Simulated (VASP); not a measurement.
# AlAs (F-43m) in VASP: single point with PBEsol

Aim: the single point of AlAs with PBEsol.

Everything below comes from runs of VASP 6.6.1. Logs are shortened: lines on timing, memory, paths and dates and some standing lists are left out, and cuts for length are marked.

### 1 The cell of the first run

The structure is cubic, space group F-43m (No. 216). The conventional cell has a = 5.674 Å, b = 5.674 Å, c = 5.674 Å, α = 90.00°, β = 90.00°, γ = 90.00°. Al (site symmetry -43m) has 4 As at 2.46 Å within 3.2 Å. As (site symmetry -43m) has 4 Al at 2.46 Å within 3.2 Å.

### 2 Single point, PBEsol

Input file INCAR:

```
SYSTEM = AlAs
  ALGO = Normal
  EDIFF = 1E-6
  ENCUT = 500
  GGA = PS
  GGA_COMPAT = .False.
  ISIF = 2
  ISMEAR = -1
  ISYM = 0
  LASPH = .True.
  LCHARG = .True.
  LELF = .True.
  LREAL = Auto
  LVHAR = .True.
  LWAVE = .False.
  NBANDS = 166
  NELM = 120
  PREC = Accurate
  SIGMA = 0.05
```

Input file KPOINTS:

```
Automatic mesh
0
Gamma
  1 1 1
  0.25 0.25 0.25
```

Input file POSCAR:

```
AlAs
1.0
   11.3481970000      0.0000000000      0.0000000000
    0.0000000000     11.3481970000      0.0000000000
    0.0000000000      0.0000000000     11.3481970000
Al As
32 32
Direct
    0.0000000000      0.0000000000      0.0000000000
    0.0000000000      0.0000000000      0.5000000000
    0.0000000000      0.5000000000      0.0000000000
    0.0000000000      0.5000000000      0.5000000000
    0.5000000000      0.0000000000      0.0000000000
    0.5000000000      0.0000000000      0.5000000000
    0.5000000000      0.5000000000      0.0000000000
    0.5000000000      0.5000000000      0.5000000000
    0.2500000000      0.2500000000      0.0000000000
    0.2500000000      0.2500000000      0.5000000000
    0.2500000000      0.7500000000      0.0000000000
    0.2500000000      0.7500000000      0.5000000000
    0.7500000000      0.2500000000      0.0000000000
    0.7500000000      0.2500000000      0.5000000000
    0.7500000000      0.7500000000      0.0000000000
    0.7500000000      0.7500000000      0.5000000000
    0.2500000000      0.0000000000      0.2500000000
    0.2500000000      0.0000000000      0.7500000000
    0.2500000000      0.5000000000      0.2500000000
    0.2500000000      0.5000000000      0.7500000000
    0.7500000000      0.0000000000      0.2500000000
    0.7500000000      0.0000000000      0.7500000000
    0.7500000000      0.5000000000      0.2500000000
    0.7500000000      0.5000000000      0.7500000000
    0.0000000000      0.2500000000      0.2500000000
    0.0000000000      0.2500000000      0.7500000000
    0.0000000000      0.7500000000      0.2500000000
    0.0000000000      0.7500000000      0.7500000000
    0.5000000000      0.2500000000      0.2500000000
    0.5000000000      0.2500000000      0.7500000000
    0.5000000000      0.7500000000      0.2500000000
    0.5000000000      0.7500000000      0.7500000000
    0.1250000000      0.1250000000      0.1250000000
    0.1250000000      0.1250000000      0.6250000000
    0.1250000000      0.6250000000      0.1250000000
    0.1250000000      0.6250000000      0.6250000000
    0.6250000000      0.1250000000      0.1250000000
    0.6250000000      0.1250000000      0.6250000000
    0.6250000000      0.6250000000      0.1250000000
    0.6250000000      0.6250000000      0.6250000000
    0.3750000000      0.3750000000      0.1250000000
    0.3750000000      0.3750000000      0.6250000000
    0.3750000000      0.8750000000      0.1250000000
    0.3750000000      0.8750000000      0.6250000000
    0.8750000000      0.3750000000      0.1250000000
    0.8750000000      0.3750000000      0.6250000000
    0.8750000000      0.8750000000      0.1250000000
    0.8750000000      0.8750000000      0.6250000000
    0.3750000000      0.1250000000      0.3750000000
    0.3750000000      0.1250000000      0.8750000000
    0.3750000000      0.6250000000      0.3750000000
    0.3750000000      0.6250000000      0.8750000000
    0.8750000000      0.1250000000      0.3750000000
    0.8750000000      0.1250000000      0.8750000000
    0.8750000000      0.6250000000      0.3750000000
    0.8750000000      0.6250000000      0.8750000000
    0.1250000000      0.3750000000      0.3750000000
    0.1250000000      0.3750000000      0.8750000000
    0.1250000000      0.8750000000      0.3750000000
    0.1250000000      0.8750000000      0.8750000000
    0.6250000000      0.3750000000      0.3750000000
    0.6250000000      0.3750000000      0.8750000000
    0.6250000000      0.8750000000      0.3750000000
    0.6250000000      0.8750000000      0.8750000000
```

Potentials or basis: VASP PAW PBE potentials, release 64 (Al, As).

On the command line:

```console
$ cat potpaw_PBE.64/Al/POTCAR potpaw_PBE.64/As/POTCAR > POTCAR
$ mpirun -np 1 vasp_std > vasp.out
```

OUTCAR:

```text
SYSTEM = AlAs
   EDIFF = 1E-6
   ENCUT = 500
   GGA = PS
   ISIF = 2
   ISMEAR = -1
   ISYM = 0
   LASPH = .True.
   LREAL = Auto
   NELM = 120
   PREC = Accurate

 ion  position               nearest neighbor table
   1  0.000  0.000  0.000-  33 2.46  47 2.46  54 2.46  60 2.46
   2  0.000  0.000  0.500-  34 2.46  48 2.46  53 2.46  59 2.46
   3  0.000  0.500  0.000-  35 2.46  45 2.46  56 2.46  58 2.46
   4  0.000  0.500  0.500-  36 2.46  46 2.46  55 2.46  57 2.46
   5  0.500  0.000  0.000-  37 2.46  43 2.46  50 2.46  64 2.46
   6  0.500  0.000  0.500-  38 2.46  44 2.46  49 2.46  63 2.46
[... 56 lines left out ...]
  63  0.625  0.875  0.375-   6 2.46  16 2.46  21 2.46  31 2.46
  64  0.625  0.875  0.875-   5 2.46  15 2.46  22 2.46  32 2.46

IMPORTANT INFORMATION: All symmetrisations will be switched off!
NOSYMM: (Re-)initialisation of all symmetry stuff for point group C_1.

----------------------------------------------------------------------------------------

                                     Primitive cell

  volume of cell :    1461.4387

  direct lattice vectors                    reciprocal lattice vectors
    11.348197000  0.000000000  0.000000000     0.088119725  0.000000000  0.000000000
     0.000000000 11.348197000  0.000000000     0.000000000  0.088119725  0.000000000
     0.000000000  0.000000000 11.348197000     0.000000000  0.000000000  0.088119725

  length of vectors
    11.348197000 11.348197000 11.348197000     0.088119725  0.088119725  0.088119725

  position of ions in fractional coordinates (direct lattice)
     0.000000000  0.000000000  0.000000000
     0.000000000  0.000000000  0.500000000
     0.000000000  0.500000000  0.000000000
     0.000000000  0.500000000  0.500000000
     0.500000000  0.000000000  0.000000000
     0.500000000  0.000000000  0.500000000
[... 56 lines left out ...]
     0.625000000  0.875000000  0.375000000
     0.625000000  0.875000000  0.875000000

  ion indices of the primitive-cell ions
   primitive index   ion index
                 1           1
                 2           2
                 3           3
                 4           4
                 5           5
                 6           6
[... 56 lines left out ...]
                63          63
                64          64

----------------------------------------------------------------------------------------

 KPOINTS: Automatic mesh

Automatic generation of k-mesh.
 Grid dimensions read from file:
 generate k-points for:    1    1    1

 Generating k-lattice:

  Cartesian coordinates                     Fractional coordinates (reciprocal lattice)
     0.088119725  0.000000000  0.000000000     1.000000000  0.000000000  0.000000000
     0.000000000  0.088119725  0.000000000     0.000000000  1.000000000  0.000000000
     0.000000000  0.000000000  0.088119725     0.000000000  0.000000000  1.000000000

  Length of vectors
     0.088119725  0.088119725  0.088119725

  Shift w.r.t. Gamma in fractional coordinates (k-lattice)
     0.250000000  0.250000000  0.250000000

 Subroutine IBZKPT returns following result:
 ===========================================

 Found      4 irreducible k-points:

 Following reciprocal coordinates:
            Coordinates               Weight
  0.250000  0.250000  0.250000      2.000000
 -0.250000  0.250000  0.250000      2.000000
 -0.250000 -0.250000  0.250000      2.000000
  0.250000 -0.250000  0.250000      2.000000
   k-points           NKPTS =      4   k-points in BZ     NKDIM =      4   number of bands    NBANDS=    166
   number of dos      NEDOS =    301   number of ions     NIONS =     64
   total plane-waves  NPLWV = 592704
   dimension x,y,z NGX =    84 NGY =   84 NGZ =   84
   dimension x,y,z NGXF=   168 NGYF=  168 NGZF=  168
   ions per type =              32  32
   NGX,Y,Z   is equivalent  to a cutoff of  12.31, 12.31, 12.31 a.u.
   NGXF,Y,Z  is equivalent  to a cutoff of  24.61, 24.61, 24.61 a.u.
 SYSTEM =  AlAs
   PREC   = accura    normal or accurate (medium, high low for compatibility)
   ISTART =      0    job   : 0-new  1-cont  2-samecut
   ICHARG =      2    charge: 1-file 2-atom 10-const
   ISPIN  =      1    spin polarized calculation?
   LNONCOLLINEAR =      F non collinear calculations
   LSORBIT =      F    spin-orbit coupling
   LASPH  =      T    aspherical Exc in radial PAW
   ENCUT  =  500.0 eV  36.75 Ry    6.06 a.u.  20.69 20.69 20.69*2*pi/ulx,y,z
   NELM   =    120;   NELMIN=  2; NELMDL= -5     # of ELM steps
   EDIFF  = 0.1E-05   stopping-criterion for ELM
   LREAL  =      T    real-space projection
   EDIFFG = 0.1E-04   stopping-criterion for IOM
   NSW    =      0    number of steps for IOM
   IBRION =     -1    ionic relax: 0-MD 1-quasi-New 2-CG
   NFREE  =      0    steps in history (QN), initial steepest desc. (CG)
   ISIF   =      2    stress and relaxation
   ISYM   =      0    0-nonsym 1-usesym 2-fastsym
   POTIM  = 0.5000    time-step for ionic-motion
   TEBEG  =    0.0;   TEEND  =   0.0 temperature during run
   PSTRESS=    0.0 pullay stress
   NELECT =     256.0000    total number of electrons
   NUPDOWN=      -1.0000    fix difference up-down
   EMIN   =  10.00;   EMAX   =-10.00  energy-range for DOS
   EFERMI =   0.00;   METHOD = LEGACY
   ISMEAR =    -1;   SIGMA  =   0.05  broadening in eV -4-tet -1-fermi 0-gaus
   EFERMI_NEDOS =   21; number of points for ismear=-14 and -15
   IALGO  =     38    algorithm
   IMIX   =      4    mixing-type and parameters
     AMIX     =   0.40;   BMIX     =  1.00
     AMIX_MAG =   1.60;   BMIX_MAG =  1.00
  volume/ion in A,a.u.               =      22.83       154.10
  Fermi-wavevector in a.u.,A,eV,Ry     =   0.915998  1.730986 11.416005  0.839053
  Thomas-Fermi vector in A             =   2.040804
   LORBIT       =      0    0 simple, 1 ext, 2 COOP (PROOUT), +10 PAW based schemes
   GGA     = PS    functional components
   LHFCALC =     F    Hartree Fock is set to
   AEXX    =    0.0000 exact exchange contribution
   IVDW    =     0    specifies the selected vdW correction
   LEPSILON=     F    determine dielectric tensor
   LRPA    =     F    only Hartree local field effects (RPA)
 non-spin polarized calculation
  energy-cutoff  :      500.00
  volume of cell :     1461.44
 maximum number of plane-waves:     37044
 NGX is ok and might be reduce to    84
   NGX = 41   NGY = 41   NGZ = 41

 number of electron     256.0000029 magnetization

 Free energy of the ion-electron system (eV)
  ---------------------------------------------------
  ext. energy  EPLUGINS =         0.00000000
  ---------------------------------------------------
  free energy    TOTEN  =      -322.09291602 eV

  energy without entropy =     -322.09291599  energy(sigma->0) =     -322.09291600

 E-fermi :   4.5444     XC(G=0):  -9.1686

 val. band max:        3.5817531614   @ k =  -0.2500   0.2500   0.2500
 cond. band min:       5.5270162273   @ k =  -0.2500  -0.2500   0.2500
 fundamental gap:      1.9452630660
 Fermi energy:         4.5443721399

 k-point     1 :       0.2500    0.2500    0.2500
  band No.  band energies     occupation
      1      -7.9535      2.00000
      2      -7.5681      2.00000
      3      -7.5681      2.00000
      4      -7.5681      2.00000
      5      -7.2347      2.00000
      6      -7.2347      2.00000
[... 132 lines left out ...]
    139       6.5104      0.00000
    140       6.5875      0.00000

 k-point     2 :      -0.2500    0.2500    0.2500
  band No.  band energies     occupation
      1      -7.9535      2.00000
      2      -7.5681      2.00000
      3      -7.5681      2.00000
      4      -7.5681      2.00000
      5      -7.2347      2.00000
      6      -7.2347      2.00000
[... 132 lines left out ...]
    139       6.5104      0.00000
    140       6.5875      0.00000

 k-point     3 :      -0.2500   -0.2500    0.2500
  band No.  band energies     occupation
      1      -7.9535      2.00000
      2      -7.5681      2.00000
      3      -7.5681      2.00000
      4      -7.5681      2.00000
      5      -7.2347      2.00000
      6      -7.2347      2.00000
[... 132 lines left out ...]
    139       6.5104      0.00000
    140       6.5875      0.00000

 k-point     4 :       0.2500   -0.2500    0.2500
  band No.  band energies     occupation
      1      -7.9535      2.00000
      2      -7.5681      2.00000
      3      -7.5681      2.00000
      4      -7.5681      2.00000
      5      -7.2347      2.00000
      6      -7.2347      2.00000
[... 132 lines left out ...]
    139       6.5104      0.00000
    140       6.5875      0.00000
 [bands above 140 left out]

------------------------ aborting loop because EDIFF is reached ----------------------------------------

  FORCE on cell =-STRESS in cart. coord.  units (eV):
  Direction    XX          YY          ZZ          XY          YZ          ZX
  --------------------------------------------------------------------------------------
  -------------------------------------------------------------------------------------
  Total        3.3178554      3.3178525      3.3178646      0.0000005     -0.0000067     -0.0000103
  in kB        3.6373696      3.6373664      3.6373797      0.0000006     -0.0000074     -0.0000113
  external PRESSURE =       3.6373719 kB  Pullay stress =       0.0000000 kB

 VOLUME and BASIS-vectors are now :
 -----------------------------------------------------------------------------
  energy-cutoff  :      500.00
  volume of cell :     1461.44
      direct lattice vectors                 reciprocal lattice vectors
    11.348197000  0.000000000  0.000000000     0.088119725  0.000000000  0.000000000
     0.000000000 11.348197000  0.000000000     0.000000000  0.088119725  0.000000000
     0.000000000  0.000000000 11.348197000     0.000000000  0.000000000  0.088119725

 POSITION                                       TOTAL-FORCE (eV/Angst)
 -----------------------------------------------------------------------------------
      0.00000      0.00000      0.00000        -0.000000     -0.000002     -0.000001
      0.00000      0.00000      5.67410         0.000002     -0.000003      0.000002
      0.00000      5.67410      0.00000         0.000000      0.000002      0.000001
      0.00000      5.67410      5.67410         0.000001      0.000002      0.000001
      5.67410      0.00000      0.00000        -0.000000     -0.000002     -0.000001
      5.67410      0.00000      5.67410        -0.000001     -0.000000      0.000002
[... 56 lines left out ...]
      7.09262      9.92967      4.25557         0.000002     -0.000000     -0.000002
      7.09262      9.92967      9.92967        -0.000001      0.000001      0.000002
 -----------------------------------------------------------------------------------
    total drift:                                0.000005      0.000005      0.000002

  FREE ENERGIE OF THE ION-ELECTRON SYSTEM (eV)
  ---------------------------------------------------
  free  energy   TOTEN  =      -322.0929160208 eV

  energy  without entropy=     -322.0929159851  energy(sigma->0) =     -322.09291600
```

Wall time 26 min (1 thread of Intel Xeon Platinum 8375C at 2.90GHz (Ice Lake), shared host); peak memory 1.4 GiB.

Results:

```
Free energy            : -322.0929 eV
Pressure               : 0.4 GPa
Band gap on the k mesh : 1.95 eV
```

Caveat: the PAW data sets were made with another functional, which shifts forces and pressure a little; a shifted mesh leaves out Γ, where band edges can lie. A k mesh can miss the band edges.
